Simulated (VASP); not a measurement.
WC, 4 atoms in the cell. The structure is cubic, space group Fm-3m (No. 225). The conventional cell has a = 4.385 Å, b = 4.385 Å, c = 4.385 Å, α = 90.00°, β = 90.00°, γ = 90.00°. Within 2.9 Å of W (site symmetry m-3m) lie 6 C at 2.19 Å. Within 2.9 Å of C (site symmetry m-3m) lie 6 W at 2.19 Å. 

| Property | Result |
| --- | --- |
| Program | VASP 6.6.1 |
| Task | single point |
| Functional | r2SCAN |
| Potentials or basis | VASP PAW PBE potentials, release 64 (W_sv, C) |
| Cutoff | 660 eV |
| k mesh | 4 × 8 × 8 |
| Occupations | fermi-dirac, width 0.1 eV |
| Spin | no spin polarisation |
| Dipole correction | no |
| Further INCAR settings | ALGO = Normal; EDIFF = 1e-06; NBANDS = 26 |

Potentials or basis: VASP PAW PBE potentials, release 64 (W_sv, C).

Launch:

```bash
$ cat potpaw_PBE.64/W_sv/POTCAR potpaw_PBE.64/C/POTCAR > POTCAR
$ cp INCAR.step1 INCAR
$ mpirun -np 1 vasp_std > vasp.out
$ cp INCAR.step2 INCAR
$ mpirun -np 1 vasp_std > vasp.out
```

Hardware: 1 thread of Intel(R) Xeon(R) Platinum 8259CL CPU @ 2.50GHz (Skylake/Cascade Lake) (shared host).

Q: How long does it take, and how much memory?

A: Wall time 4.2 min on 1 thread of Intel(R) Xeon(R) Platinum 8259CL CPU @ 2.50GHz (Skylake/Cascade Lake) (shared host), peak memory 0.23 GiB. Counts: k points 35.
